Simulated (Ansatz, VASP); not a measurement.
## Two plane-wave programs on Cd3SeS2

```
Cd Se S
1.0
    -2.12758    2.12758    9.01573
     2.12758   -2.12758    9.01573
     2.12758    2.12758   -9.01573
Cd Se S
3 1 2
Direct
  0.83888 0.83888 0.00000
  0.50000 0.50000 0.00000
  0.16112 0.16112 0.00000
  0.25000 0.75000 0.50000
  0.58045 0.08045 0.50000
  0.91955 0.41955 0.50000
```

Alike in both runs: task single point; functional PBE; k mesh 6 × 6 × 6; occupations gaussian, width 0.1 eV; no spin polarisation.

```csv
,VASP,Ansatz
version,VASP 6.6.1,Ansatz 0.2.0
potentials or method,"VASP PAW PBE potentials, release 64 (Cd, Se, S), cutoff 520 eV","scalar-relativistic, plane waves, PAW"
valence electrons in the cell,54,88
```

```tsv
	VASP	Ansatz	Ansatz less VASP
gap on the k mesh at the Fermi level (eV)	0.80	0.80	0.000
least direct gap on the mesh (eV)	0.80	0.80	0.000
pressure (GPa)	0.3	0.0	-0.28
```

With one functional, cell and mesh, what is left measures potentials, basis and numerics. VASP's potentials hold 54 valence electrons a cell and Ansatz's 88, so a difference there can come from the potentials and not from the codes.
